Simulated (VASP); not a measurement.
Input of a VASP 6.6.1 run:

File INCAR:

```
ALGO = Normal ; EDIFF = 1E-8
ENCUT = 520 ; GGA = PE
ISIF = 2 ; ISMEAR = 0
ISPIN = 2 ; LASPH = True
LCHARG = False ; LDAU = True
LDAUJ = 0 0 ; LDAUL = 2 -1
LDAUPRINT = 1 ; LDAUTYPE = 2
LDAUU = 5.3 0 ; LEFG = True
LMAXMIX = 4 ; LORBIT = 11
LREAL = False ; LWAVE = False
MAGMOM = 3.9 0.17 ; NBANDS = 18
NELM = 150 ; PREC = Accurate
SIGMA = 0.02
```

KPOINTS

```
k-points
0
Gamma
  12 12 12
```

File POSCAR:

```
FeO
1.0
    1.5845266723      0.9148269008      2.4827937714
   -1.5845266723      0.9148269008      2.4827937714
    0.0000000000     -1.8296538016      2.4827937714
Fe O
1 1
Direct
    0.0000000000      0.0000000000      0.0000000000
    0.5000000000      0.5000000000      0.5000000000
```

Potentials or basis: VASP PAW PBE potentials, release 64 (Fe, O).

Run with:

```sh
$ cat potpaw_PBE.64/Fe/POTCAR potpaw_PBE.64/O/POTCAR > POTCAR
$ mpirun -np 1 vasp_std > vasp.out
```

Estimate the band gap on the k mesh.

zero (filled and empty bands overlap).

What does it give for the site moments?

Fe +3.85; O +0.16 μB.

What does it give for the pressure?

-9.4 GPa.

Electric field gradients, principal values (V/Å²):
| atom | least | middle | greatest (by size) |
| --- | --- | --- | --- |
| 1 Fe | -20.182 | -20.182 | 40.365 |
| 2 O | 4.818 | 4.818 | -9.635 |

Caveat: without QUAD_EFG the Cq values of the log hold for a quadrupole moment of 1 mb, not for the nuclei; a cell with one magnetic atom can't hold antiferromagnetic order, which such compounds often take. The state reached can hang on the start; a lower one may exist.
